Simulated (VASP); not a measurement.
The system is W.

```
W
1.0
    -1.58516    1.58516    1.58516
     1.58516   -1.58516    1.58516
     1.58516    1.58516   -1.58516
W
1
Direct
  0.00000 0.00000 0.00000
```

- Program: VASP 6.6.1
- Task: relaxation of cell and atoms
- Functional: PBE
- Potentials or basis: VASP PAW PBE potentials, release 64 (W_sv)
- Cutoff: 600 eV
- k mesh: 17 × 17 × 17
- Occupations: methfessel-paxton, width 0.1 eV
- Spin: no spin polarisation

At the start: pressure 4.7 GPa; volume 15.93 Å³/atom.

**Question.** How do energy, volume and symmetry change on relaxing?

**Answer.** Over 4 steps the energy falls by 3.4 meV/atom and the volume is 16.17 Å³/atom (+1.5 %); space group Im-3m (No. 229, to 0.05 Å).

Step by step:
| step | energy change (eV) | largest force (eV/Å) | pressure (GPa) | volume (Å³) |
| --- | --- | --- | --- | --- |
| 1 | 0.0000 | 0.0000 | 4.65 | 15.93 |
| 2 | 0.0361 | 0.0000 | -14.18 | 17.02 |
| 3 | -0.0034 | 0.0000 | -0.08 | 16.17 |
| 4 | -0.0034 | 0.0000 | 0.01 | 16.17 |

Final structure:
```xyz
1
Lattice="-1.5930 1.5930 1.5930 1.5930 -1.5930 1.5930 1.5930 1.5930 -1.5930" Properties=species:S:1:pos:R:3 pbc="T T T"
W     0.0000    0.0000    0.0000
```
